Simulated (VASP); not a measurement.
Set up this calculation in VASP 6.6.1, as the native input.

* Task: single point
* Functional: PBE
* Potentials or basis: VASP PAW PBE potentials, release 64 (Ag_sv_GW, O)
* Cutoff: 700 eV
* k mesh: 5 × 5 × 3
* Occupations: gaussian, width 0.2 eV
* Spin: no spin polarisation
* Dipole correction: no
* Further INCAR settings: ALGO = Normal; EDIFF = 1e-06; NBANDS = 40

The structure of AgO2 lies in POSCAR:

```
AgO2
1.0
    3.6203865337      0.0391247241     -0.0821678427
    1.7632774866      3.1390556955      0.1706889981
    0.2417296488      1.3200775374      7.3154651689
Ag O
2 4
Direct
    0.2502394966      1.0000095227      0.7499182626
    0.7497605034     -0.0000095227      0.2500817374
    0.0287857884      0.4407591775      0.0960716067
    0.9712142116      0.5592408225      0.9039283933
    0.4712778916      0.5594196400      0.4039079178
    0.5287221084      0.4405803600      0.5960920822
```

The cell was generated, and may not be a known phase.

The input as run:

INCAR

```
SYSTEM = AgO2
ALGO = Normal
EDIFF = 1E-6
ENCUT = 700
GGA = PE
GGA_COMPAT = .FALSE.
ISIF = 2
ISMEAR = 0
LASPH = .TRUE.
LCHARG = .FALSE.
LREAL = .FALSE.
LWAVE = .FALSE.
NBANDS = 40
NELM = 120
PREC = Accurate
SIGMA = 0.2
```

KPOINTS

```
k-points
0
G
  5 5 3
  0 0 0
```

Potentials or basis: VASP PAW PBE potentials, release 64 (Ag_sv_GW, O).

The run is started by

```bash
$ cat potpaw_PBE.64/Ag_sv_GW/POTCAR potpaw_PBE.64/O/POTCAR > POTCAR
$ mpirun -np 1 vasp_std > vasp.out
```

It gave:

* Pressure: 0.1 GPa
* Largest force: 0.261 eV/Å
* Band gap on the k mesh: zero (bands 31 and 32 overlap by 0.91 eV)

Caveat: the k points lie up to 0.41 Å⁻¹ apart, too coarse for converged energies and pressures of a metal.

Run time: 2.7 min on 1 thread of Intel(R) Xeon(R) Platinum 8375C CPU @ 2.90GHz (Ice Lake), with other jobs on the host, peak memory 0.36 GiB.
